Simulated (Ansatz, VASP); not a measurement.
Two plane-wave programs on LiH

```
Li H
1.0
     2.78011    0.00000    0.00000
    -1.39006    2.40765    0.00000
     0.00000    0.00000    4.88519
Li H
2 2
Direct
  0.00000 0.00000 0.00000
  0.00000 0.00000 0.50000
  0.66667 0.33333 0.25000
  0.33333 0.66667 0.75000
```

Change from the starting cell: the structure that the rattled cell fell into.

Alike in both runs: task relaxation of cell and atoms; functional PBE; k mesh 12 × 12 × 6; occupations gaussian, width 0.02 eV; no spin polarisation.

|  | VASP | Ansatz |
| --- | --- | --- |
| version | VASP 6.6.1 | Ansatz 0.2.0 |
| potentials or method | VASP PAW PBE potentials, release 64 (Li_sv, H), cutoff 600 eV | scalar-relativistic, plane waves, PAW |
| valence electrons in the cell | 8 | 8 |

Ansatz gave:

- gap on the k mesh at the Fermi level, each at its own relaxed structure (eV): 4.35
- relaxed volume (Å³/atom): 8.17
- relaxed cell length with the largest relative difference (Å): 4.885

Question: Estimate VASP's values.

Answer: gap on the k mesh at the Fermi level, each at its own relaxed structure (eV): 4.36; relaxed volume (Å³/atom): 8.16; relaxed cell length with the largest relative difference (Å): 4.883.

Noted on VASP's run: the cutoff is short for stress, so the pressure is rough.
